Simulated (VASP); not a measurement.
# GaN (F-43m) in VASP: a series of runs, part 2 of 2

VASP 6.6.1.

**4. Single point, LDA**

File INCAR:

```
SYSTEM = GaN
PREC = Accurate
ENCUT = 520
EDIFF = 1E-6
ISMEAR = 0
SIGMA = 0.01
LREAL = .FALSE.
LASPH = .TRUE.
NELM = 80
ALGO = Normal
ISIF = 2
LWAVE = .FALSE.
LCHARG = .FALSE.
NBANDS = 16
```

File KPOINTS:

```
Automatic mesh
0
G
  6 6 6
  0 0 0
```

File POSCAR:

```
GaN
1.0
    0.0000000000      2.2489526310      2.2489526310
    2.2489526310      0.0000000000      2.2489526310
    2.2489526310      2.2489526310      0.0000000000
Ga N
1 1
Direct
    0.0000000000      0.0000000000      0.0000000000
    0.7500000000      0.7500000000      0.7500000000
```

Potentials or basis: VASP PAW LDA potentials, release 64 (Ga_d, N).

Launch:

```
$ cat potpaw_LDA.64/Ga_d/POTCAR potpaw_LDA.64/N/POTCAR > POTCAR
$ mpirun -np 1 vasp_std > vasp.out
```

OUTCAR:

```text
SYSTEM = GaN
   PREC = Accurate
   ENCUT = 520
   EDIFF = 1E-6
   ISMEAR = 0
   LREAL = .FALSE.
   LASPH = .TRUE.
   NELM = 80
   ISIF = 2

 ion  position               nearest neighbor table
   1  0.000  0.000  0.000-   2 1.95   2 1.95   2 1.95   2 1.95
   2  0.750  0.750  0.750-   1 1.95   1 1.95   1 1.95   1 1.95

  LATTYP: Found a face centered cubic cell.
 ALAT       =     4.4979052620

  Lattice vectors:

 A1 = (   0.0000000000,   2.2489526310,   2.2489526310)
 A2 = (   2.2489526310,   0.0000000000,   2.2489526310)
 A3 = (   2.2489526310,   2.2489526310,   0.0000000000)

Analysis of symmetry for initial positions (statically):
=====================================================================
 Subroutine PRICEL returns:
 Original cell was already a primitive cell.

 Routine SETGRP: Setting up the symmetry group for a
 face centered cubic supercell.

 Subroutine GETGRP returns: Found 24 space group operations
 (whereof 24 operations were pure point group operations)
 out of a pool of 48 trial point group operations.

The static configuration has the point symmetry T_d .

Analysis of symmetry for dynamics (positions and initial velocities):
=====================================================================
 Subroutine PRICEL returns:
 Original cell was already a primitive cell.

 Routine SETGRP: Setting up the symmetry group for a
 face centered cubic supercell.

 Subroutine GETGRP returns: Found 24 space group operations
 (whereof 24 operations were pure point group operations)
 out of a pool of 48 trial point group operations.

The dynamic configuration has the point symmetry T_d .

 Subroutine INISYM returns: Found 24 space group operations
 (whereof 24 operations are pure point group operations),
 and found     1 'primitive' translations

----------------------------------------------------------------------------------------

                                     Primitive cell

  volume of cell :      22.7495

  direct lattice vectors                    reciprocal lattice vectors
     0.000000000  2.248952631  2.248952631    -0.222325714  0.222325714  0.222325714
     2.248952631  0.000000000  2.248952631     0.222325714 -0.222325714  0.222325714
     2.248952631  2.248952631  0.000000000     0.222325714  0.222325714 -0.222325714

  length of vectors
     3.180499312  3.180499312  3.180499312     0.385079433  0.385079433  0.385079433

  position of ions in fractional coordinates (direct lattice)
     0.000000000  0.000000000  0.000000000
     0.750000000  0.750000000  0.750000000

  ion indices of the primitive-cell ions
   primitive index   ion index
                 1           1
                 2           2

----------------------------------------------------------------------------------------

 KPOINTS: Automatic mesh

Automatic generation of k-mesh.
 Grid dimensions read from file:
 generate k-points for:    6    6    6

 Generating k-lattice:

  Cartesian coordinates                     Fractional coordinates (reciprocal lattice)
    -0.037054286  0.037054286  0.037054286     0.166666667  0.000000000  0.000000000
     0.037054286 -0.037054286  0.037054286     0.000000000  0.166666667  0.000000000
     0.037054286  0.037054286 -0.037054286     0.000000000  0.000000000  0.166666667

  Length of vectors
     0.064179905  0.064179905  0.064179905

  Shift w.r.t. Gamma in fractional coordinates (k-lattice)
     0.000000000  0.000000000  0.000000000

 Subroutine IBZKPT returns following result:
 ===========================================

 Found     16 irreducible k-points:

 Following reciprocal coordinates:
            Coordinates               Weight
  0.000000  0.000000  0.000000      1.000000
  0.166667  0.000000  0.000000      8.000000
  0.333333  0.000000  0.000000      8.000000
  0.500000  0.000000  0.000000      4.000000
  0.166667  0.166667  0.000000      6.000000
  0.333333  0.166667  0.000000     24.000000
[... 8 lines left out ...]
 -0.333333  0.333333  0.166667     24.000000
 -0.333333  0.500000  0.166667     12.000000
   k-points           NKPTS =     16   k-points in BZ     NKDIM =     16   number of bands    NBANDS=     16
   number of dos      NEDOS =    301   number of ions     NIONS =      2
   total plane-waves  NPLWV =  13824
   dimension x,y,z NGX =    24 NGY =   24 NGZ =   24
   dimension x,y,z NGXF=    48 NGYF=   48 NGZF=   48
   ions per type =               1   1
   NGX,Y,Z   is equivalent  to a cutoff of  12.54, 12.54, 12.54 a.u.
   NGXF,Y,Z  is equivalent  to a cutoff of  25.09, 25.09, 25.09 a.u.
 SYSTEM =  GaN
   PREC   = accura    normal or accurate (medium, high low for compatibility)
   ISTART =      0    job   : 0-new  1-cont  2-samecut
   ICHARG =      2    charge: 1-file 2-atom 10-const
   ISPIN  =      1    spin polarized calculation?
   LNONCOLLINEAR =      F non collinear calculations
   LSORBIT =      F    spin-orbit coupling
   LASPH  =      T    aspherical Exc in radial PAW
   ENCUT  =  520.0 eV  38.22 Ry    6.18 a.u.   5.91  5.91  5.91*2*pi/ulx,y,z
   NELM   =     80;   NELMIN=  2; NELMDL= -5     # of ELM steps
   EDIFF  = 0.1E-05   stopping-criterion for ELM
   LREAL  =      F    real-space projection
   EDIFFG = 0.1E-04   stopping-criterion for IOM
   NSW    =      0    number of steps for IOM
   IBRION =     -1    ionic relax: 0-MD 1-quasi-New 2-CG
   NFREE  =      0    steps in history (QN), initial steepest desc. (CG)
   ISIF   =      2    stress and relaxation
   ISYM   =      2    0-nonsym 1-usesym 2-fastsym
   POTIM  = 0.5000    time-step for ionic-motion
   TEBEG  =    0.0;   TEEND  =   0.0 temperature during run
   PSTRESS=    0.0 pullay stress
   NELECT =      18.0000    total number of electrons
   NUPDOWN=      -1.0000    fix difference up-down
   EMIN   =  10.00;   EMAX   =-10.00  energy-range for DOS
   EFERMI =   0.00;   METHOD = LEGACY
   ISMEAR =     0;   SIGMA  =   0.01  broadening in eV -4-tet -1-fermi 0-gaus
   EFERMI_NEDOS =   21; number of points for ismear=-14 and -15
   IALGO  =     38    algorithm
   IMIX   =      4    mixing-type and parameters
     AMIX     =   0.40;   BMIX     =  1.00
     AMIX_MAG =   1.60;   BMIX_MAG =  1.00
  volume/ion in A,a.u.               =      11.37        76.76
  Fermi-wavevector in a.u.,A,eV,Ry     =   1.514173  2.861371 31.194328  2.292718
  Thomas-Fermi vector in A             =   2.623866
   LORBIT       =      0    0 simple, 1 ext, 2 COOP (PROOUT), +10 PAW based schemes
   GGA     = CA    functional components
   LHFCALC =     F    Hartree Fock is set to
   AEXX    =    0.0000 exact exchange contribution
   IVDW    =     0    specifies the selected vdW correction
   LEPSILON=     F    determine dielectric tensor
   LRPA    =     F    only Hartree local field effects (RPA)
 non-spin polarized calculation
 Gauss-broadening in eV      SIGMA  =   0.01
  energy-cutoff  :      520.00
  volume of cell :       22.75
 maximum number of plane-waves:       624
   NGX = 11   NGY = 11   NGZ = 11

 number of electron      18.0000006 magnetization

 Free energy of the ion-electron system (eV)
  ---------------------------------------------------
  ext. energy  EPLUGINS =         0.00000000
  ---------------------------------------------------
  free energy    TOTEN  =       -13.93268743 eV

  energy without entropy =      -13.93268743  energy(sigma->0) =      -13.93268743

 E-fermi :   5.2265     XC(G=0): -12.1500

 val. band max:        5.1027274310   @ k =   0.0000   0.0000   0.0000
 cond. band min:       6.8872515443   @ k =   0.0000   0.0000   0.0000
 fundamental gap:      1.7845241133
 Fermi energy:         5.2265426633

 k-point     1 :       0.0000    0.0000    0.0000
  band No.  band energies     occupation
      1     -10.7542      2.00000
      2      -8.4609      2.00000
      3      -8.4609      2.00000
      4      -8.4609      2.00000
      5      -8.1370      2.00000
      6      -8.1370      2.00000
[... 8 lines left out ...]
     15      23.8250      0.00000
     16      23.8250      0.00000
[... 267 lines left out ...]
 k-point    16 :      -0.3333    0.5000    0.1667
  band No.  band energies     occupation
      1      -9.7243      2.00000
      2      -8.3316      2.00000
      3      -8.2548      2.00000
      4      -8.1446      2.00000
      5      -8.0966      2.00000
      6      -6.0468      2.00000
[... 8 lines left out ...]
     15      25.6547      0.00000
     16      28.0729      0.00000

------------------------ aborting loop because EDIFF is reached ----------------------------------------

  FORCE on cell =-STRESS in cart. coord.  units (eV):
  Direction    XX          YY          ZZ          XY          YZ          ZX
  --------------------------------------------------------------------------------------
  -------------------------------------------------------------------------------------
  Total       -0.6317986     -0.6317986     -0.6317986      0.0000000     -0.0000000     -0.0000000
  in kB      -44.4957310    -44.4957310    -44.4957310      0.0000000     -0.0000000     -0.0000000
  external PRESSURE =     -44.4957310 kB  Pullay stress =       0.0000000 kB

 VOLUME and BASIS-vectors are now :
 -----------------------------------------------------------------------------
  energy-cutoff  :      520.00
  volume of cell :       22.75
      direct lattice vectors                 reciprocal lattice vectors
     0.000000000  2.248952631  2.248952631    -0.222325714  0.222325714  0.222325714
     2.248952631  0.000000000  2.248952631     0.222325714 -0.222325714  0.222325714
     2.248952631  2.248952631  0.000000000     0.222325714  0.222325714 -0.222325714

 POSITION                                       TOTAL-FORCE (eV/Angst)
 -----------------------------------------------------------------------------------
      0.00000      0.00000      0.00000        -0.000000     -0.000000     -0.000000
      3.37343      3.37343      3.37343         0.000000      0.000000      0.000000
 -----------------------------------------------------------------------------------
    total drift:                               -0.000002     -0.000002     -0.000002

  FREE ENERGIE OF THE ION-ELECTRON SYSTEM (eV)
  ---------------------------------------------------
  free  energy   TOTEN  =       -13.9326874302 eV

  energy  without entropy=      -13.9326874302  energy(sigma->0) =      -13.93268743
```

OSZICAR:

```text
N       E                     dE             d eps       ncg     rms          rms(c)
DAV:   1     0.826291415204E+02    0.82629E+02   -0.91206E+03   584   0.199E+03
DAV:   2    -0.100777259966E+02   -0.92707E+02   -0.84652E+02   560   0.326E+02
DAV:   3    -0.159020594584E+02   -0.58243E+01   -0.57983E+01   640   0.689E+01
DAV:   4    -0.159585874916E+02   -0.56528E-01   -0.56521E-01   600   0.729E+00
DAV:   5    -0.159592816072E+02   -0.69412E-03   -0.69411E-03   616   0.773E-01    0.750E+00
DAV:   6    -0.139919142697E+02    0.19674E+01   -0.49844E+00   768   0.403E+01    0.269E+00
DAV:   7    -0.139606619780E+02    0.31252E-01   -0.24068E-01   592   0.604E+00    0.168E+00
DAV:   8    -0.139358525852E+02    0.24809E-01   -0.71475E-02   584   0.267E+00    0.713E-01
DAV:   9    -0.139326341371E+02    0.32184E-02   -0.10171E-02   680   0.206E+00    0.223E-01
DAV:  10    -0.139327720268E+02   -0.13789E-03   -0.13094E-03   632   0.451E-01    0.111E-01
DAV:  11    -0.139326856626E+02    0.86364E-04   -0.23462E-04   792   0.268E-01    0.214E-02
DAV:  12    -0.139326876094E+02   -0.19468E-05   -0.16733E-05   544   0.380E-02    0.472E-03
DAV:  13    -0.139326874302E+02    0.17918E-06   -0.49290E-07   392   0.142E-02
   1 F= -.13932687E+02 E0= -.13932687E+02  d E =-.206745E-70
```

stdout:

```text
POSCAR found type information on POSCAR GaN
 POSCAR found :  2 types and       2 ions
 scaLAPACK will be used
 LDA part: xc-table for (Slater(with rela. corr.)+CA(PZ))
 , standard interpolation
 POSCAR, INCAR and KPOINTS ok, starting setup
 FFT: planning ... GRIDC
 FFT: planning ... GRID_SOFT
 FFT: planning ... GRID
 WAVECAR not read
 entering main loop
```

It took 8.5 s on 1 thread of Intel Xeon Platinum 8375C at 2.90GHz (Ice Lake), shared host; peak memory 0.12 GiB.

What came out:

| Quantity | Value |
| --- | --- |
| Free energy | -13.9327 eV |
| Pressure | -4.4 GPa |
| Band gap on the k mesh | 1.78 eV |

Caveat: the cell stands under tension.

**5. Single point, PBE**

File INCAR:

```
SYSTEM = GaN
ALGO = Normal
EDIFF = 1E-7
ENCUT = 520
GGA = PE
ISIF = 2
ISMEAR = 0
LASPH = .True.
LCHARG = .False.
LREAL = .False.
LWAVE = .False.
NBANDS = 16
NELM = 60
PREC = Accurate
SIGMA = 0.01
```

File KPOINTS:

```
k-points
0
Gamma
  8 8 8
  0 0 0
```

POSCAR is that of step 4.

Potentials or basis: VASP PAW PBE potentials, release 64 (Ga_d, N).

Launch:

```
$ cat potpaw_PBE.64/Ga_d/POTCAR potpaw_PBE.64/N/POTCAR > POTCAR
$ mpirun -np 1 vasp_std > vasp.out
```

Run time: 14 s. Hardware: 1 thread of Intel Xeon Platinum 8375C at 2.90GHz (Ice Lake), shared host; peak memory 0.14 GiB.

Results (log left out):

```yaml
Free_energy: -12.1378 eV
Pressure: 6.2 GPa
Band_gap_on_the_k_mesh: 1.76 eV
```

Levels at points of the mesh, in eV from the valence-band top:
```tsv
k point	band 5	band 6	band 7	band 8	band 9	band 10	band 11	band 12	band 13	band 14
(0.00, 0.00, 0.00)	-13.12	-13.12	0.00	0.00	0.00	1.76	10.34	10.34	10.34	17.69
(0.50, 0.00, 0.00)	-13.07	-11.88	-7.08	-0.98	-0.98	4.68	8.76	10.40	10.40	15.68
(0.50, 0.50, 0.00)	-13.04	-11.45	-6.15	-2.72	-2.72	3.35	6.70	11.75	14.03	14.03
```

Caveat: the cell stands under pressure.

**6. Summary**

```csv
level,potentials or basis,k mesh,gap on the mesh (eV),pressure (GPa)
PBE,"VASP PAW PBE potentials, release 64 (Ga_d, N)",6 × 6 × 6,1.76,6.2
LDA,"VASP PAW LDA potentials, release 64 (Ga_d, N)",6 × 6 × 6,1.78,-4.4
PBE,"VASP PAW PBE potentials, release 64 (Ga_d, N)",8 × 8 × 8,1.76,6.2
```

Alike in all rows: task single point; no spin polarisation; cell as given; cutoff (eV) 520; smearing gaussian 0.01 eV.

Caveats: the cell stands under pressure (at least some runs); the cell stands under tension (at least some runs).

Absolute energies hang on the potentials; compare differences alone.
